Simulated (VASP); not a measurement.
PbS (Galena), 2 atoms in the cell. It takes space group Fm-3m (No. 225, cubic). Conventional cell: a = 5.931 Å, b = 5.931 Å, c = 5.931 Å, α = 90.00°, β = 90.00°, γ = 90.00°. Within 3.9 Å of Pb (site symmetry m-3m) lie 6 S at 2.97 Å. Within 3.9 Å of S (site symmetry m-3m) lie 6 Pb at 2.97 Å. 

* Program: VASP 6.6.1
* Task: relaxation of cell and atoms
* Functional: PBE
* Dispersion: D3(BJ)
* Potentials or basis: VASP PAW PBE potentials, release 64 (Pb_d, S)
* Cutoff: 500 eV
* k mesh: 5 × 5 × 5
* Occupations: fermi-dirac, width 0.01 eV
* Spin: no spin polarisation
* Dipole correction: no
* Further INCAR settings: ALGO = Normal; EDIFF = 1e-07; IBRION = 2; EDIFFG = -0.03; NSW = 50; ISIF = 3

Potentials or basis: VASP PAW PBE potentials, release 64 (Pb_d, S).

The run is started by

```sh
$ cat potpaw_PBE.64/Pb_d/POTCAR potpaw_PBE.64/S/POTCAR > POTCAR
$ mpirun -np 1 vasp_std > vasp.out
```

Hardware: 1 thread of AMD EPYC 7R13, with other jobs on the host.

Task: How long does it take, and how much memory?

Result: It took 24 s on 1 thread of AMD EPYC 7R13, on a shared host, peak memory 0.16 GiB. Counts: scf iterations 22, k points 10, ion steps 2.
